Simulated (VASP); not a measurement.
# SiC (Cm) in VASP: single point with PBE

Aim: the single point of SiC with PBE.

Everything below comes from runs of VASP 6.6.1. Logs are shortened: lines on timing, memory, paths and dates and some standing lists are left out, and cuts for length are marked.

## Step 1: The cell of the first run

The structure is monoclinic, space group Cm (No. 8). Conventional cell: a = 5.359 Å, b = 3.094 Å, c = 10.139 Å, α = 90.00°, β = 92.52°, γ = 90.00°. Si (site symmetry m) has 4 C at 1.90 Å within 2.5 Å. Si (site symmetry m) has 4 C at 1.90 to 1.96 Å within 2.5 Å. Within 2.5 Å of Si (site symmetry m) lie 4 C at 1.89 to 1.90 Å. Si (site symmetry m) has 4 C at 1.89 to 1.90 Å within 2.5 Å. Within 2.5 Å of C (site symmetry m) lie 4 Si at 1.89 to 1.90 Å. Within 2.5 Å of C (site symmetry m) lie 4 Si at 1.89 to 1.96 Å. Within 2.5 Å of C (site symmetry m) lie 4 Si at 1.90 Å. Within 2.5 Å of C (site symmetry m) lie 4 Si at 1.90 Å.

## Step 2: Single point, PBE

INCAR

```
SYSTEM = SiC
  PREC = Accurate
  ENCUT = 520
  EDIFF = 1E-7
  ISMEAR = 0
  SIGMA = 0.05
  LREAL = .FALSE.
  LASPH = .TRUE.
  NELM = 100
  ALGO = Normal
  ISIF = 2
  LWAVE = .FALSE.
  LCHARG = .FALSE.
  GGA = PE
  NBANDS = 26
```

KPOINTS

```
regular mesh
0
G
  10 10 3
  0 0 0
```

POSCAR

```
SiC
1.0
   -3.0941201809      0.0000000000      0.0000000000
   -1.5470600905     -2.6795866790      0.0000000000
   -4.2545699548     -2.4563771086     10.1293391998
Si C
4 4
Direct
    0.1221063598      0.1221063598      0.5940441877
    0.2471230265      0.2471230265      0.0940441877
    0.6845639365      0.6845639365      0.3440995566
    0.2262139365      0.2262139365      0.8440995566
    0.2944796409      0.2944796409      0.4060074460
   -0.4972036924     -0.4972036924      0.9060074460
   -0.1435990472     -0.1435990472      0.1566478097
   -0.6019490472     -0.6019490472      0.6566478097
```

Potentials or basis: VASP PAW PBE potentials, release 64 (Si, C).

Command:

```console
$ cat potpaw_PBE.64/Si/POTCAR potpaw_PBE.64/C/POTCAR > POTCAR
$ mpirun -np 1 vasp_std > vasp.out
```

OUTCAR:

```text
SYSTEM = SiC
   PREC = Accurate
   ENCUT = 520
   EDIFF = 1E-7
   ISMEAR = 0
   LREAL = .FALSE.
   LASPH = .TRUE.
   NELM = 100
   ISIF = 2
   GGA = PE

 ion  position               nearest neighbor table
   1  0.122  0.122  0.594-   8 1.90   8 1.90   8 1.90   5 1.90   3 3.10   3 3.10   3 3.10   4 3.10
                             4 3.10   4 3.10
   2  0.247  0.247  0.094-   7 1.90   7 1.90   7 1.90   6 1.96   4 2.86   3 3.10   3 3.10   3 3.10

   3  0.685  0.685  0.344-   5 1.89   5 1.89   5 1.89   7 1.90   1 3.10   1 3.10   1 3.10   2 3.10
                             2 3.10   2 3.10
   4  0.226  0.226  0.844-   6 1.89   6 1.89   6 1.89   8 1.90   2 2.86   1 3.10   1 3.10   1 3.10

   5  0.294  0.294  0.406-   3 1.89   3 1.89   3 1.89   1 1.90
   6  0.503  0.503  0.906-   4 1.89   4 1.89   4 1.89   2 1.96
   7  0.856  0.856  0.157-   2 1.90   2 1.90   2 1.90   3 1.90
   8  0.398  0.398  0.657-   1 1.90   1 1.90   1 1.90   4 1.90

  LATTYP: Found a base centered monoclinic cell.
 ALAT       =     5.3591733581
 B/A-ratio  =     0.5773502692
 C/A-ratio  =     1.8919282916
 COS(beta)  =    -0.0440291529

  Lattice vectors:

 A1 = (  -3.0941201809,   0.0000000000,   0.0000000000)
 A2 = (  -1.5470600905,  -2.6795866790,   0.0000000000)
 A3 = (   0.3866103166,   0.2232095704,  10.1293391998)

Analysis of symmetry for initial positions (statically):
=====================================================================
 Subroutine PRICEL returns:
 Original cell was already a primitive cell.

 Routine SETGRP: Setting up the symmetry group for a
 base centered monoclinic supercell.

 Subroutine GETGRP returns: Found  2 space group operations
 (whereof  2 operations were pure point group operations)
 out of a pool of  4 trial point group operations.

The static configuration has the point symmetry C_1h.

Analysis of symmetry for dynamics (positions and initial velocities):
=====================================================================
 Subroutine PRICEL returns:
 Original cell was already a primitive cell.

 Routine SETGRP: Setting up the symmetry group for a
 base centered monoclinic supercell.

 Subroutine GETGRP returns: Found  2 space group operations
 (whereof  2 operations were pure point group operations)
 out of a pool of  4 trial point group operations.

The dynamic configuration has the point symmetry C_1h.

 Subroutine INISYM returns: Found  2 space group operations
 (whereof  2 operations are pure point group operations),
 and found     1 'primitive' translations

----------------------------------------------------------------------------------------

                                     Primitive cell

  volume of cell :      83.9820

  direct lattice vectors                    reciprocal lattice vectors
    -3.094120181  0.000000000  0.000000000    -0.323193652  0.186595942 -0.090499487
    -1.547060091 -2.679586679  0.000000000     0.000000000 -0.373191884 -0.090499487
    -4.254569955 -2.456377109 10.129339200     0.000000000  0.000000000  0.098723123

  length of vectors
     3.094120181  3.094120181 11.257826905     0.384008254  0.384008254  0.098723123

  position of ions in fractional coordinates (direct lattice)
     0.122106360  0.122106360  0.594044188
     0.247123026  0.247123026  0.094044188
     0.684563936  0.684563936  0.344099557
     0.226213937  0.226213937  0.844099557
     0.294479641  0.294479641  0.406007446
     0.502796308  0.502796308  0.906007446
     0.856400953  0.856400953  0.156647810
     0.398050953  0.398050953  0.656647810

  ion indices of the primitive-cell ions
   primitive index   ion index
                 1           1
                 2           2
                 3           3
                 4           4
                 5           5
                 6           6
                 7           7
                 8           8

----------------------------------------------------------------------------------------

 KPOINTS: regular mesh

Automatic generation of k-mesh.
 Grid dimensions read from file:
 generate k-points for:   10   10    3

 Generating k-lattice:

  Cartesian coordinates                     Fractional coordinates (reciprocal lattice)
    -0.032319365  0.018659594 -0.009049949     0.100000000  0.000000000 -0.000000000
     0.000000000 -0.037319188 -0.009049949     0.000000000  0.100000000  0.000000000
     0.000000000  0.000000000  0.032907708     0.000000000  0.000000000  0.333333333

  Length of vectors
     0.038400825  0.038400825  0.032907708

  Shift w.r.t. Gamma in fractional coordinates (k-lattice)
     0.000000000  0.000000000  0.000000000

 Subroutine IBZKPT returns following result:
 ===========================================

 Found     86 irreducible k-points:

 Following reciprocal coordinates:
            Coordinates               Weight
  0.000000  0.000000  0.000000      1.000000
  0.100000  0.000000  0.000000      4.000000
  0.200000  0.000000  0.000000      4.000000
  0.300000  0.000000 -0.000000      4.000000
  0.400000 -0.000000  0.000000      4.000000
  0.500000  0.000000  0.000000      2.000000
[... 16 lines left out ...]
  0.300000  0.300000 -0.000000      2.000000
  0.400000  0.300000  0.000000      4.000000
 [... further k-points ...]
   k-points           NKPTS =     86   k-points in BZ     NKDIM =     86   number of bands    NBANDS=     26
   number of dos      NEDOS =    301   number of ions     NIONS =      8
   total plane-waves  NPLWV =  48384
   dimension x,y,z NGX =    24 NGY =   24 NGZ =   84
   dimension x,y,z NGXF=    48 NGYF=   48 NGZF=  168
   ions per type =               4   4
   NGX,Y,Z   is equivalent  to a cutoff of  12.90, 12.90, 12.40 a.u.
   NGXF,Y,Z  is equivalent  to a cutoff of  25.79, 25.79, 24.81 a.u.
 SYSTEM =  SiC
   PREC   = accura    normal or accurate (medium, high low for compatibility)
   ISTART =      0    job   : 0-new  1-cont  2-samecut
   ICHARG =      2    charge: 1-file 2-atom 10-const
   ISPIN  =      1    spin polarized calculation?
   LNONCOLLINEAR =      F non collinear calculations
   LSORBIT =      F    spin-orbit coupling
   LASPH  =      T    aspherical Exc in radial PAW
   ENCUT  =  520.0 eV  38.22 Ry    6.18 a.u.   5.75  5.75 20.93*2*pi/ulx,y,z
   NELM   =    100;   NELMIN=  2; NELMDL= -5     # of ELM steps
   EDIFF  = 0.1E-06   stopping-criterion for ELM
   LREAL  =      F    real-space projection
   EDIFFG = 0.1E-05   stopping-criterion for IOM
   NSW    =      0    number of steps for IOM
   IBRION =     -1    ionic relax: 0-MD 1-quasi-New 2-CG
   NFREE  =      0    steps in history (QN), initial steepest desc. (CG)
   ISIF   =      2    stress and relaxation
   ISYM   =      2    0-nonsym 1-usesym 2-fastsym
   POTIM  = 0.5000    time-step for ionic-motion
   TEBEG  =    0.0;   TEEND  =   0.0 temperature during run
   PSTRESS=    0.0 pullay stress
   NELECT =      32.0000    total number of electrons
   NUPDOWN=      -1.0000    fix difference up-down
   EMIN   =  10.00;   EMAX   =-10.00  energy-range for DOS
   EFERMI =   0.00;   METHOD = LEGACY
   ISMEAR =     0;   SIGMA  =   0.05  broadening in eV -4-tet -1-fermi 0-gaus
   EFERMI_NEDOS =   21; number of points for ismear=-14 and -15
   IALGO  =     38    algorithm
   IMIX   =      4    mixing-type and parameters
     AMIX     =   0.40;   BMIX     =  1.00
     AMIX_MAG =   1.60;   BMIX_MAG =  1.00
  volume/ion in A,a.u.               =      10.50        70.84
  Fermi-wavevector in a.u.,A,eV,Ry     =   1.186851  2.242823 19.165368  1.408615
  Thomas-Fermi vector in A             =   2.323015
   LORBIT       =      0    0 simple, 1 ext, 2 COOP (PROOUT), +10 PAW based schemes
   GGA     = PE    functional components
   LHFCALC =     F    Hartree Fock is set to
   AEXX    =    0.0000 exact exchange contribution
   IVDW    =     0    specifies the selected vdW correction
   LEPSILON=     F    determine dielectric tensor
   LRPA    =     F    only Hartree local field effects (RPA)
 non-spin polarized calculation
 Gauss-broadening in eV      SIGMA  =   0.05
  energy-cutoff  :      520.00
  volume of cell :       83.98
 maximum number of plane-waves:      2276
   NGX = 11   NGY = 11   NGZ = 41

 number of electron      31.9999999 magnetization

 Free energy of the ion-electron system (eV)
  ---------------------------------------------------
  ext. energy  EPLUGINS =         0.00000000
  ---------------------------------------------------
  free energy    TOTEN  =       -59.96527027 eV

  energy without entropy =      -59.96527027  energy(sigma->0) =      -59.96527027

 E-fermi :   8.4575     XC(G=0): -11.2988

 val. band max:        8.1763508418   @ k =   0.0000   0.0000   0.0000
 cond. band min:       9.7858516096   @ k =   0.5000   0.5000   0.0000
 fundamental gap:      1.6095007678
 Fermi energy:         8.4574515803

 k-point     1 :       0.0000    0.0000    0.0000
  band No.  band energies     occupation
      1      -7.3490      2.00000
      2      -6.1906      2.00000
      3      -6.1444      2.00000
      4      -3.8405      2.00000
      5      -0.4897      2.00000
      6       3.6490      2.00000
[... 18 lines left out ...]
     25      15.4339      0.00000
     26      15.6962      0.00000

 k-point     2 :       0.1000    0.0000    0.0000
  band No.  band energies     occupation
      1      -7.1672      2.00000
      2      -6.2037      2.00000
      3      -5.7825      2.00000
      4      -3.7441      2.00000
      5      -0.2679      2.00000
      6       3.2291      2.00000
[... 18 lines left out ...]
     25      15.5528      0.00000
     26      15.7437      0.00000

 k-point     3 :       0.2000    0.0000    0.0000
  band No.  band energies     occupation
      1      -6.6285      2.00000
      2      -5.8904      2.00000
      3      -5.0700      2.00000
      4      -3.4547      2.00000
      5       0.3447      2.00000
      6       2.7769      2.00000
[... 18 lines left out ...]
     25      16.0984      0.00000
     26      16.3425      0.00000

 k-point     4 :       0.3000    0.0000   -0.0000
  band No.  band energies     occupation
      1      -5.7601      2.00000
      2      -5.2537      2.00000
      3      -4.0905      2.00000
      4      -3.0087      2.00000
      5       0.9760      2.00000
      6       1.6817      2.00000
[... 18 lines left out ...]
     25      16.4891      0.00000
     26      16.9367      0.00000

 k-point     5 :       0.4000   -0.0000    0.0000
  band No.  band energies     occupation
      1      -4.6484      2.00000
      2      -4.3794      2.00000
      3      -3.0980      2.00000
      4      -2.6414      2.00000
      5       0.1934      2.00000
      6       0.4218      2.00000
[... 18 lines left out ...]
     25      16.0724      0.00000
     26      16.6803      0.00000

 k-point     6 :       0.5000    0.0000    0.0000
  band No.  band energies     occupation
      1      -3.8095      2.00000
      2      -3.7489      2.00000
      3      -2.8811      2.00000
      4      -2.7511      2.00000
      5      -0.0170      2.00000
      6       0.1508      2.00000
[... 427 lines left out ...]
 k-point    21 :      -0.3000    0.2000    0.0000
  band No.  band energies     occupation
      1      -4.3359      2.00000
      2      -3.5721      2.00000
      3      -3.2650      2.00000
      4      -2.2396      2.00000
      5       0.5544      2.00000
      6       0.8842      2.00000
[... 18 lines left out ...]
     25      16.4753      0.00000
     26      17.0158      0.00000

 k-point    22 :      -0.2000    0.2000   -0.0000
  band No.  band energies     occupation
      1      -5.3705      2.00000
      2      -4.3171      2.00000
      3      -4.2699      2.00000
      4      -2.4316      2.00000
      5       0.9432      2.00000
      6       1.8360      2.00000
[... 18 lines left out ...]
     25      16.0883      0.00000
     26      16.7374      0.00000

 k-point    23 :       0.3000    0.3000   -0.0000
  band No.  band energies     occupation
      1      -5.6196      2.00000
      2      -5.4941      2.00000
      3      -3.6515      2.00000
      4      -3.3708      2.00000
      5       1.1835      2.00000
      6       1.6122      2.00000
[... 18 lines left out ...]
     25      16.6443      0.00000
     26      16.6499      0.00000

 k-point    24 :       0.4000    0.3000    0.0000
  band No.  band energies     occupation
      1      -5.0832      2.00000
      2      -4.7631      2.00000
      3      -3.3772      2.00000
      4      -2.7170      2.00000
      5       0.6664      2.00000
      6       1.1698      2.00000
[... 18 lines left out ...]
     25      16.1062      0.00000
     26      17.2404      0.00000

 [... further k-points ...]
[... 5 lines left out ...]
  --------------------------------------------------------------------------------------
  -------------------------------------------------------------------------------------
  Total       -0.7561463      0.0955724     -0.0352799     -0.7376100     -1.4998739     -2.5978579
  in kB      -14.4254808      1.8232949     -0.6730578    -14.0718525    -28.6140433    -49.5609778
  external PRESSURE =      -4.4250813 kB  Pullay stress =       0.0000000 kB

 VOLUME and BASIS-vectors are now :
 -----------------------------------------------------------------------------
  energy-cutoff  :      520.00
  volume of cell :       83.98
      direct lattice vectors                 reciprocal lattice vectors
    -3.094120181  0.000000000  0.000000000    -0.323193652  0.186595942 -0.090499487
    -1.547060091 -2.679586679  0.000000000     0.000000000 -0.373191884 -0.090499487
    -4.254569955 -2.456377109 10.129339200     0.000000000  0.000000000  0.098723123

 POSITION                                       TOTAL-FORCE (eV/Angst)
 -----------------------------------------------------------------------------------
     -3.09412     -1.78639      6.01728        -0.027954     -0.016139      0.029548
     -1.54706     -0.89320      0.95261        -1.069306     -0.617364     -0.216818
     -4.64118     -2.67959      3.48550        -0.065084     -0.037576      0.051175
     -4.64118     -2.67959      8.55017         0.177396      0.102420     -0.083427
     -3.09412     -1.78639      4.11259        -0.004854     -0.002802     -0.023971
     -6.18824     -3.57278      9.17726         0.811518      0.468530      0.257114
     -4.64118     -2.67959      1.58674         0.095682      0.055242      0.033053
     -4.64118     -2.67959      6.65141         0.082601      0.047690     -0.046674
 -----------------------------------------------------------------------------------
    total drift:                               -0.000040     -0.000023     -0.000343

  FREE ENERGIE OF THE ION-ELECTRON SYSTEM (eV)
  ---------------------------------------------------
  free  energy   TOTEN  =       -59.9652702727 eV

  energy  without entropy=      -59.9652702727  energy(sigma->0) =      -59.96527027
```

It took 2.7 min on 1 thread of Intel Xeon Platinum 8488C (Sapphire Rapids), shared host; peak memory 0.28 GiB.

What came out:

| Quantity | Value |
| --- | --- |
| Free energy | -59.9653 eV |
| Pressure | -0.4 GPa |
| Largest force | 1.254 eV/Å |
| Band gap on the k mesh | 1.61 eV (least direct gap 2.87 eV) |

Forces in eV/Å, atoms in the order of the input:
```
Si  -0.028 -0.016  0.030
Si  -1.069 -0.617 -0.217
Si  -0.065 -0.038  0.051
Si   0.177  0.102 -0.083
C   -0.005 -0.003 -0.024
C    0.812  0.469  0.257
C    0.096  0.055  0.033
C    0.083  0.048 -0.047
```

Stress tensor (GPa, compression positive):
```
-1.44 -1.41 -4.96
-1.41  0.18 -2.86
-4.96 -2.86 -0.07
```

Caveat: an odd mesh through Γ misses points on the zone boundary, where band edges can lie; forces of over 1 eV/Å act on the atoms, so gaps and moduli don't describe the material at rest.
